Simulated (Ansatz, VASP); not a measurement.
# Ga3BSb2: VASP beside Ansatz

File INCAR:

```
PREC = Accurate ; ENCUT = 520
EDIFF = 1E-6 ; ISMEAR = 0
SIGMA = 0.1 ; LREAL = False
LASPH = True ; NELM = 100
ALGO = Normal ; ISIF = 2
LWAVE = False ; LCHARG = False
GGA = PE ; NBANDS = 35
```

KPOINTS

```
regular mesh
0
Gamma
  6 6 6
```

File POSCAR:

```
Ga3BSb2
1.0
    2.8995525600      1.6740574500      4.3236839400
   -2.8995525600      1.6740574500      4.3236839400
    0.0000000000     -3.3481149000      4.3236839400
Ga B Sb
3 1 2
Direct
    0.0000000000      0.5000000000      0.0000000000
    0.5000000000      0.0000000000      0.0000000000
    0.0000000000      0.0000000000      0.5000000000
    0.0000000000      0.0000000000      0.0000000000
    0.6270700100      0.6270700100      0.6270700100
    0.3729299900      0.3729299900      0.3729299900
```

Input for Ansatz:

```yaml
crystal:
  lattice:
    - [2.89955256, 1.67405745, 4.32368394]
    - [-2.89955256, 1.67405745, 4.32368394]
    - [0.0, -3.3481149, 4.32368394]
  atoms:
    - { symbol: Ga, position: [0.0, 0.5, 0.0] }
    - { symbol: Ga, position: [0.5, 0.0, 0.0] }
    - { symbol: Ga, position: [0.0, 0.0, 0.5] }
    - { symbol: B, position: [0.0, 0.0, 0.0] }
    - { symbol: Sb, position: [0.62707001, 0.62707001, 0.62707001] }
    - { symbol: Sb, position: [0.37292999, 0.37292999, 0.37292999] }
basis:
  ecutwfc: 420
kpoints:
  mp_grid: { grid: [6, 6, 6] }
hamiltonian:
  xc: pbe
scf:
  occupations: { method: gaussian, width: 0.1 }
  lower_state_search: "off"
output:
  forces: true
  stress: true
  eigenvalues: true
```

Change from the starting cell: species swapped into the Sc2AlCo3 type (R-3m, No. 166).

Alike in both runs: task single point; functional PBE; k mesh 6 × 6 × 6; occupations gaussian, width 0.1 eV; no spin polarisation.

|  | VASP | Ansatz |
| --- | --- | --- |
| version | VASP 6.6.1 | Ansatz 0.2.0 |
| potentials or method | VASP PAW PBE potentials, release 64 (Ga_d, B, Sb), cutoff 520 eV | scalar-relativistic, plane waves, PAW |
| valence electrons in the cell | 52 | 72 |

```tsv
	VASP	Ansatz	Ansatz less VASP
gap on the k mesh at the Fermi level (eV)	none	none	-
pressure (GPa)	-2.8	-2.8	+0.02
traceless stress, the component that is largest in VASP (GPa)	-1.77	-1.77	+0.006
```

A gap of «none» marks a metal or a gap that the smearing closes. The functional is the same, so the differences come from potentials, cutoffs and numerics. VASP's potentials hold 52 valence electrons a cell and Ansatz's 72, so a difference there can come from the potentials and not from the codes.

Neither program's run includes spin-orbit coupling.
